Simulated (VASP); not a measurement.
A run of VASP 6.6.1 is set up as follows.

INCAR

```
PREC = Accurate
ENCUT = 520
EDIFF = 1E-6
ISMEAR = 0
SIGMA = 0.05
LREAL = F
LASPH = T
NELM = 150
ALGO = Fast
ISIF = 2
LWAVE = F
LCHARG = T
ISPIN = 2
MAGMOM = 0.13 0
LORBIT = 11
LMAXMIX = 4
GGA = PE
LELF = T
LVHAR = T
NBANDS = 20
```

The input KPOINTS:

```
regular mesh
0
Gamma
  10 10 10
```

Contents of POSCAR:

```
TaTe
1.0
    0.0000000000      2.8194677569      2.8194677569
    2.8479472292     -0.0284794723      2.8479472292
    2.8479472292      2.8479472292     -0.0284794723
Ta Te
1 1
Direct
    0.5000000000      0.5000000000      0.5000000000
    0.0000000000      0.0000000000      0.0000000000
```

Potentials or basis: VASP PAW PBE potentials, release 64 (Ta_pv, Te).

Run with:

```console
$ cat potpaw_PBE.64/Ta_pv/POTCAR potpaw_PBE.64/Te/POTCAR > POTCAR
$ mpirun -np 1 vasp_std > vasp.out
```

Question: What does it give for the site moments?

Answer: Ta +0.12; Te +0.00 μB.

Question: Predict the pressure.

Answer: 0.0 GPa.

Question: What does it give for the net moment?

Answer: 0.17 μB per cell.

Stress tensor (GPa, compression positive):
```
 0.04  0.00  0.00
 0.00  0.05 -0.58
 0.00 -0.58  0.05
```

Caveat: a moment this small can come from the mesh or the smearing.
